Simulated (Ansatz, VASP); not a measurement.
# One calculation of Pt3Br, two programs

```
Pt Br
1.0
     4.08619    0.00000    0.00000
     0.00000    4.08619    0.00000
     0.00000    0.00000    4.08619
Pt Br
3 1
Direct
  0.50000 0.50000 0.00000
  0.50000 0.00000 0.50000
  0.00000 0.50000 0.50000
  0.00000 0.00000 0.00000
```

Change from the starting cell: species swapped into the MnCo3 type (Pm-3m, No. 221).

Alike in both runs: task relaxation of cell and atoms; functional PBE; k mesh 12 × 12 × 12; occupations gaussian, width 0.1 eV; no spin polarisation.

```csv
,VASP,Ansatz
version,VASP 6.6.1,Ansatz 0.2.0
potentials or method,"VASP PAW PBE potentials, release 64 (Pt, Br), cutoff 600 eV","scalar-relativistic, plane waves, PAW"
valence electrons in the cell,37,61
```

```tsv
	VASP	Ansatz	Ansatz less VASP
gap on the k mesh at the Fermi level, each at its own relaxed structure (eV)	none	none	-
relaxed volume (Å³/atom)	17.09	17.11	+0.019
relaxed cell length with the largest relative difference (Å)	4.089	4.090	+0.0015
```

A gap of «none» marks a metal or a gap that the smearing closes. VASP's potentials hold 37 valence electrons a cell and Ansatz's 61, so a difference there can come from the potentials and not from the codes.

Spin-orbit coupling is off throughout.
